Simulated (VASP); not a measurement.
# Mn (P6_3/mmc) in VASP: further runs

Mn is run at these levels: PBEsol; tasks: single point.

Everything below comes from runs of VASP 6.6.1. Logs are shortened: lines on timing, memory, paths and dates and some standing lists are left out, and cuts for length are marked.

## 1. The cell of the first run

The structure is hexagonal, space group P6_3/mmc (No. 194). The conventional cell has a = 2.484 Å, b = 2.484 Å, c = 4.026 Å, α = 90.00°, β = 90.00°, γ = 120.00°. Within 3.3 Å of Mn (site symmetry -6m2) lie 12 Mn at 2.47 to 2.48 Å.

## 2. Single point, PBEsol, collinear spin, zero start

File INCAR:

```
PREC     = Accurate       # precision mode
ENCUT    = 520            # plane-wave cutoff, eV
EDIFF    = 1E-6           # SCF threshold, eV
ISMEAR   = -1             # smearing method
SIGMA    = 0.05           # smearing width, eV
LREAL    = False          # projectors in reciprocal space
LASPH    = True           # aspherical terms in the spheres
NELM     = 150            # most SCF steps
ALGO     = Normal         # electronic algorithm
ISIF     = 2              # what is computed and relaxed
LWAVE    = False          # write WAVECAR
LCHARG   = False          # write CHGCAR
ISPIN    = 2              # spin polarisation
MAGMOM   = 0 0            # initial moments
LORBIT   = 11             # projections on sites
NUPDOWN  = 0.0            # fixed moment
LMAXMIX  = 4              # l up to which the mixer works
GGA      = PS             # functional
NBANDS   = 24             # bands
```

File KPOINTS:

```
regular mesh
0
Gamma
  10 10 6
```

File POSCAR:

```
Mn
1.0
    2.4836457705      0.0000000000      0.0000000000
   -1.2418228853      2.1509003313      0.0000000000
    0.0000000000      0.0000000000      4.0261950000
Mn
2
Direct
    0.3333333333      0.6666666667      0.2500000000
    0.6666666667      0.3333333333      0.7500000000
```

Potentials or basis: VASP PAW PBE potentials, release 64 (Mn_pv).

The run is started by

```
$ cat potpaw_PBE.64/Mn_pv/POTCAR > POTCAR
$ mpirun -np 1 vasp_std > vasp.out
```

OUTCAR:

```text
PREC = Accurate
   ENCUT = 520
   EDIFF = 1E-6
   ISMEAR = -1
   LREAL = False
   LASPH = True
   NELM = 150
   ISIF = 2
   ISPIN = 2
   LORBIT = 11
   NUPDOWN = 0.0
   GGA = PS

 ion  position               nearest neighbor table
   1  0.333  0.667  0.250-   2 2.47   2 2.47   2 2.47   2 2.47   2 2.47   2 2.47
   2  0.667  0.333  0.750-   1 2.47   1 2.47   1 2.47   1 2.47   1 2.47   1 2.47

  LATTYP: Found a hexagonal cell.
 ALAT       =     2.4836457705
 C/A-ratio  =     1.6210826229

  Lattice vectors:

 A1 = (   2.4836457705,   0.0000000000,   0.0000000000)
 A2 = (  -1.2418228853,   2.1509003313,   0.0000000000)
 A3 = (   0.0000000000,   0.0000000000,   4.0261950000)

Analysis of symmetry for initial positions (statically):
=====================================================================
 Subroutine PRICEL returns:
 Original cell was already a primitive cell.

 Routine SETGRP: Setting up the symmetry group for a
 hexagonal supercell.

 Subroutine GETGRP returns: Found 24 space group operations
 (whereof 12 operations were pure point group operations)
 out of a pool of 24 trial point group operations.

The static configuration has the point symmetry D_3d.
 The point group associated with its full space group is D_6h.

Analysis of symmetry for dynamics (positions and initial velocities):
=====================================================================
 Subroutine PRICEL returns:
 Original cell was already a primitive cell.

 Routine SETGRP: Setting up the symmetry group for a
 hexagonal supercell.

 Subroutine GETGRP returns: Found 24 space group operations
 (whereof 12 operations were pure point group operations)
 out of a pool of 24 trial point group operations.

The dynamic configuration has the point symmetry D_3d.
 The point group associated with its full space group is D_6h.

Analysis of structural, dynamic, and magnetic symmetry:
=====================================================================
 Subroutine PRICEL returns:
 Original cell was already a primitive cell.

 Routine SETGRP: Setting up the symmetry group for a
 hexagonal supercell.

 Subroutine GETGRP returns: Found 24 space group operations
 (whereof 12 operations were pure point group operations)
 out of a pool of 24 trial point group operations.

The overall configuration has the point symmetry D_3d.
 The point group associated with its full space group is D_6h.

 Subroutine INISYM returns: Found 24 space group operations
 (whereof 12 operations are pure point group operations),
 and found     1 'primitive' translations

----------------------------------------------------------------------------------------

                                     Primitive cell

  volume of cell :      21.5082

  direct lattice vectors                    reciprocal lattice vectors
     2.483645770  0.000000000  0.000000000     0.402633907  0.232460795  0.000000000
    -1.241822885  2.150900331  0.000000000     0.000000000  0.464921589  0.000000000
     0.000000000  0.000000000  4.026195000     0.000000000  0.000000000  0.248373464

  length of vectors
     2.483645770  2.483645771  4.026195000     0.464921589  0.464921589  0.248373464

  position of ions in fractional coordinates (direct lattice)
     0.333333333  0.666666667  0.250000000
     0.666666667  0.333333333  0.750000000

  ion indices of the primitive-cell ions
   primitive index   ion index
                 1           1
                 2           2

----------------------------------------------------------------------------------------

 KPOINTS: regular mesh

Automatic generation of k-mesh.
 Grid dimensions read from file:
 generate k-points for:   10   10    6

 Generating k-lattice:

  Cartesian coordinates                     Fractional coordinates (reciprocal lattice)
     0.040263391  0.023246079  0.000000000     0.100000000  0.000000000  0.000000000
     0.000000000  0.046492159  0.000000000     0.000000000  0.100000000  0.000000000
     0.000000000  0.000000000  0.041395577     0.000000000  0.000000000  0.166666667

  Length of vectors
     0.046492159  0.046492159  0.041395577

  Shift w.r.t. Gamma in fractional coordinates (k-lattice)
     0.000000000  0.000000000  0.000000000

 Subroutine IBZKPT returns following result:
 ===========================================

 Found     56 irreducible k-points:

 Following reciprocal coordinates:
            Coordinates               Weight
  0.000000  0.000000  0.000000      1.000000
  0.100000  0.000000  0.000000      6.000000
  0.200000  0.000000  0.000000      6.000000
  0.300000  0.000000  0.000000      6.000000
  0.400000  0.000000  0.000000      6.000000
  0.500000  0.000000  0.000000      3.000000
[... 16 lines left out ...]
  0.300000  0.100000  0.166667     24.000000
  0.400000  0.100000  0.166667     24.000000
 [... further k-points ...]
   k-points           NKPTS =     56   k-points in BZ     NKDIM =     56   number of bands    NBANDS=     24
   number of dos      NEDOS =    301   number of ions     NIONS =      2
   total plane-waves  NPLWV =   9720
   dimension x,y,z NGX =    18 NGY =   18 NGZ =   30
   dimension x,y,z NGXF=    36 NGYF=   36 NGZF=   60
   ions per type =               2
   NGX,Y,Z   is equivalent  to a cutoff of  12.05, 12.05, 12.39 a.u.
   NGXF,Y,Z  is equivalent  to a cutoff of  24.10, 24.10, 24.77 a.u.
 SYSTEM =  unknown system
   PREC   = accura    normal or accurate (medium, high low for compatibility)
   ISTART =      0    job   : 0-new  1-cont  2-samecut
   ICHARG =      2    charge: 1-file 2-atom 10-const
   ISPIN  =      2    spin polarized calculation?
   LNONCOLLINEAR =      F non collinear calculations
   LSORBIT =      F    spin-orbit coupling
   LASPH  =      T    aspherical Exc in radial PAW
   ENCUT  =  520.0 eV  38.22 Ry    6.18 a.u.   4.62  4.62  7.49*2*pi/ulx,y,z
   NELM   =    150;   NELMIN=  2; NELMDL= -5     # of ELM steps
   EDIFF  = 0.1E-05   stopping-criterion for ELM
   LREAL  =      F    real-space projection
   EDIFFG = 0.1E-04   stopping-criterion for IOM
   NSW    =      0    number of steps for IOM
   IBRION =     -1    ionic relax: 0-MD 1-quasi-New 2-CG
   NFREE  =      0    steps in history (QN), initial steepest desc. (CG)
   ISIF   =      2    stress and relaxation
   ISYM   =      2    0-nonsym 1-usesym 2-fastsym
   POTIM  = 0.5000    time-step for ionic-motion
   TEBEG  =    0.0;   TEEND  =   0.0 temperature during run
   PSTRESS=    0.0 pullay stress
   NELECT =      26.0000    total number of electrons
   NUPDOWN=       0.0000    fix difference up-down
   EMIN   =  10.00;   EMAX   =-10.00  energy-range for DOS
   EFERMI =   0.00;   METHOD = LEGACY
   ISMEAR =    -1;   SIGMA  =   0.05  broadening in eV -4-tet -1-fermi 0-gaus
   EFERMI_NEDOS =   21; number of points for ismear=-14 and -15
   IALGO  =     38    algorithm
   IMIX   =      4    mixing-type and parameters
     AMIX     =   0.40;   BMIX     =  1.00
     AMIX_MAG =   1.60;   BMIX_MAG =  1.00
  volume/ion in A,a.u.               =      10.75        72.57
  Fermi-wavevector in a.u.,A,eV,Ry     =   1.743938  3.295565 41.379665  3.041320
  Thomas-Fermi vector in A             =   2.815914
   LORBIT       =     11    0 simple, 1 ext, 2 COOP (PROOUT), +10 PAW based schemes
   GGA     = PS    functional components
   LHFCALC =     F    Hartree Fock is set to
   AEXX    =    0.0000 exact exchange contribution
   IVDW    =     0    specifies the selected vdW correction
   LEPSILON=     F    determine dielectric tensor
   LRPA    =     F    only Hartree local field effects (RPA)
 spin polarized calculation
  energy-cutoff  :      520.00
  volume of cell :       21.51
 maximum number of plane-waves:       588
   NGX =  9   NGY =  9   NGZ = 15

 number of electron      26.0000029 magnetization       0.0000000

 number of electron      26.0000029 magnetization      -0.0000000

 Free energy of the ion-electron system (eV)
  ---------------------------------------------------
  ext. energy  EPLUGINS =         0.00000000
  ---------------------------------------------------
  free energy    TOTEN  =       -19.39330057 eV

  energy without entropy =      -19.37008634  energy(sigma->0) =      -19.38169346

 E-fermi :  10.1873     XC(G=0): -14.1835

 val. band max:       10.1717677139   @ k =   0.4000   0.1000   0.3333
 cond. band min:      10.2054319356   @ k =   0.1000   0.0000   0.0000
 fundamental gap:      0.0336642217
 Fermi energy:        10.1873074849

 spin component 1

 k-point     1 :       0.0000    0.0000    0.0000
  band No.  band energies     occupation
      1     -37.9384      1.00000
      2     -37.2656      1.00000
      3     -37.2656      1.00000
      4     -37.1611      1.00000
      5     -37.1611      1.00000
      6     -37.1596      1.00000
[... 16 lines left out ...]
     23      36.5335      0.00000
     24      36.5335      0.00000

 k-point     2 :       0.1000    0.0000    0.0000
  band No.  band energies     occupation
      1     -37.9135      1.00000
      2     -37.3203      1.00000
      3     -37.2831      1.00000
      4     -37.2177      1.00000
      5     -37.1694      1.00000
      6     -37.1690      1.00000
[... 16 lines left out ...]
     23      34.3534      0.00000
     24      36.0577      0.00000

 k-point     3 :       0.2000    0.0000    0.0000
  band No.  band energies     occupation
      1     -37.8440      1.00000
      2     -37.4643      1.00000
      3     -37.3621      1.00000
      4     -37.3270      1.00000
      5     -37.1977      1.00000
      6     -37.1923      1.00000
[... 16 lines left out ...]
     23      32.4700      0.00000
     24      34.4071      0.00000
[... 514 lines left out ...]
 k-point    23 :       0.3000    0.1000    0.1667
  band No.  band energies     occupation
      1     -37.7753      1.00000
      2     -37.6641      1.00000
      3     -37.5705      1.00000
      4     -37.4147      1.00000
      5     -37.2941      1.00000
      6     -37.2645      1.00000
[... 16 lines left out ...]
     23      30.7607      0.00000
     24      31.6926      0.00000

 k-point    24 :       0.4000    0.1000    0.1667
  band No.  band energies     occupation
      1     -37.8446      1.00000
      2     -37.7312      1.00000
      3     -37.5452      1.00000
      4     -37.4423      1.00000
      5     -37.3391      1.00000
      6     -37.2907      1.00000
[... 16 lines left out ...]
     23      28.6155      0.00000
     24      30.4241      0.00000

 [... further k-points ...]

 spin component 2

 k-point     1 :       0.0000    0.0000    0.0000
  band No.  band energies     occupation
      1     -37.9384      1.00000
      2     -37.2656      1.00000
      3     -37.2656      1.00000
      4     -37.1612      1.00000
      5     -37.1611      1.00000
      6     -37.1596      1.00000
[... 16 lines left out ...]
     23      36.5335      0.00000
     24      36.5335      0.00000

 k-point     2 :       0.1000    0.0000    0.0000
  band No.  band energies     occupation
      1     -37.9135      1.00000
      2     -37.3203      1.00000
      3     -37.2831      1.00000
      4     -37.2177      1.00000
      5     -37.1694      1.00000
      6     -37.1690      1.00000
[... 16 lines left out ...]
     23      34.3534      0.00000
     24      36.0572      0.00000

 k-point     3 :       0.2000    0.0000    0.0000
  band No.  band energies     occupation
      1     -37.8440      1.00000
      2     -37.4643      1.00000
      3     -37.3621      1.00000
      4     -37.3270      1.00000
      5     -37.1977      1.00000
      6     -37.1923      1.00000
[... 16 lines left out ...]
     23      32.4700      0.00000
     24      34.4071      0.00000
[... 514 lines left out ...]
 k-point    23 :       0.3000    0.1000    0.1667
  band No.  band energies     occupation
      1     -37.7753      1.00000
      2     -37.6641      1.00000
      3     -37.5705      1.00000
      4     -37.4147      1.00000
      5     -37.2941      1.00000
      6     -37.2645      1.00000
[... 16 lines left out ...]
     23      30.7607      0.00000
     24      31.6926      0.00000

 k-point    24 :       0.4000    0.1000    0.1667
  band No.  band energies     occupation
      1     -37.8446      1.00000
      2     -37.7312      1.00000
      3     -37.5452      1.00000
      4     -37.4423      1.00000
      5     -37.3391      1.00000
      6     -37.2907      1.00000
[... 16 lines left out ...]
     23      28.6155      0.00000
     24      30.4241      0.00000

 [... further k-points ...]
[... 5 lines left out ...]
  --------------------------------------------------------------------------------------
  -------------------------------------------------------------------------------------
  Total       -1.5388554     -1.5388554     -1.6177252      0.0000000      0.0000000     -0.0000000
  in kB     -114.6314152   -114.6314152   -120.5065284      0.0000000      0.0000000     -0.0000000
  external PRESSURE =    -116.5897863 kB  Pullay stress =       0.0000000 kB

 VOLUME and BASIS-vectors are now :
 -----------------------------------------------------------------------------
  energy-cutoff  :      520.00
  volume of cell :       21.51
      direct lattice vectors                 reciprocal lattice vectors
     2.483645770  0.000000000  0.000000000     0.402633907  0.232460795  0.000000000
    -1.241822885  2.150900331  0.000000000     0.000000000  0.464921589  0.000000000
     0.000000000  0.000000000  4.026195000     0.000000000  0.000000000  0.248373464

 POSITION                                       TOTAL-FORCE (eV/Angst)
 -----------------------------------------------------------------------------------
     -0.00000      1.43393      1.00655        -0.000000      0.000000      0.000000
      1.24182      0.71697      3.01965         0.000000     -0.000000      0.000000
 -----------------------------------------------------------------------------------
    total drift:                               -0.000000      0.000000     -0.000000

  FREE ENERGIE OF THE ION-ELECTRON SYSTEM (eV)
  ---------------------------------------------------
  free  energy   TOTEN  =       -19.3933005672 eV

  energy  without entropy=      -19.3700863438  energy(sigma->0) =      -19.38169346

 total charge

# of ion       s       p       d       tot
------------------------------------------
    1        0.429   6.404   5.156  11.989
    2        0.429   6.404   5.156  11.989
--------------------------------------------------
tot          0.858  12.808  10.312  23.978

 magnetization (x)

# of ion       s       p       d       tot
------------------------------------------
    1        0.000   0.000  -0.000  -0.000
    2        0.000   0.000  -0.000  -0.000
--------------------------------------------------
tot          0.000   0.000  -0.000  -0.000
```

Run time: 22 s. Hardware: 1 thread of AMD EPYC 9R45 (Zen 5), shared host; peak memory 0.13 GiB.

What came out:

| Quantity | Value |
| --- | --- |
| Free energy | -19.3933 eV |
| Pressure | -11.7 GPa |
| Net moment | 0.00 μB per cell |
| Valence electrons inside the program's atomic spheres | Mn 11.99 |

Caveat: the PAW data sets were made with another functional, which shifts forces and pressure a little; the total moment is fixed, so each spin has its own Fermi level.

[end of part 1 of 2]
